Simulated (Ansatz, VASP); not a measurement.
## One calculation of Ga2AsSe4, two programs

```
CELL_PARAMETERS angstrom
3.86149 0.00000 0.00000
-1.93074 3.34415 0.00000
0.00000 0.00000 30.00021
ATOMIC_POSITIONS crystal
Ga 0.66667 0.33333 0.74409
Ga 0.00000 0.00000 0.04104
Ga 0.00000 0.00000 0.95896
Ga 0.33333 0.66667 0.25591
As 0.00000 0.00000 0.61028
As 0.00000 0.00000 0.38972
Se 0.00000 0.00000 0.78188
Se 0.66667 0.33333 0.66564
Se 0.33333 0.66667 0.56209
Se 0.33333 0.66667 0.07931
Se 0.66667 0.33333 0.92069
Se 0.00000 0.00000 0.21812
Se 0.33333 0.66667 0.33436
Se 0.66667 0.33333 0.43791
```

Alike in both runs: functional PBE; k mesh 12 × 12 × 2; no spin polarisation.

Ansatz relaxed the structure, and its values are those at the end. VASP's run is a single point on that final structure, the one shown.

|  | VASP | Ansatz |
| --- | --- | --- |
| version | VASP 6.6.1 | Ansatz 0.2.0 |
| potentials or method | VASP PAW PBE potentials, release 64 (Ga_d, As, Se), cutoff 520 eV | scalar-relativistic, plane waves, PAW |
| occupations | gaussian, width 0.01 eV | fixed |
| valence electrons in the cell | 110 | 210 |

VASP gave:

- gap on the k mesh at the Fermi level (eV): 0.26
- least direct gap on the mesh (eV): 0.72
- pressure (GPa): 0.1
- rms of the force components (eV/Å): 0.010

**Question.** Which values does Ansatz return?

**Answer.** gap on the k mesh at the Fermi level (eV): 0.28; least direct gap on the mesh (eV): 0.73; pressure (GPa): 0.0; rms of the force components (eV/Å): 0.000.

VASP's potentials hold 110 valence electrons a cell and Ansatz's 210, so a difference there can come from the potentials and not from the codes.
